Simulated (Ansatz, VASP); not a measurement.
## Two plane-wave programs on Sn2TeSe

```
Se Sn Te
1.0
     4.38098    0.00000    0.00000
     0.00000    4.38098    0.00000
     0.00000    0.00000    6.22622
Se Sn Te
1 2 1
Direct
  0.00000 0.00000 0.00000
  0.00000 0.00000 0.50000
  0.50000 0.50000 0.00000
  0.50000 0.50000 0.50000
```

Alike in both runs: task single point; functional PBE; k mesh 4 × 4 × 4; occupations fermi-dirac, width 0.02 eV; no spin polarisation.

|  | VASP | Ansatz |
| --- | --- | --- |
| version | VASP 6.6.1 | Ansatz 0.2.0 |
| potentials or method | VASP PAW PBE potentials, release 64 (Se, Sn_d, Te) | plane waves |
| plane-wave cutoff (eV) | 520 | 420 |
| valence electrons in the cell | 40 | 60 |

```tsv
	VASP	Ansatz	Ansatz less VASP
pressure (GPa)	0.6	0.7	+0.02
```

VASP's potentials hold 40 valence electrons a cell and Ansatz's 60, so a difference there can come from the potentials and not from the codes.

Neither program's run includes spin-orbit coupling.
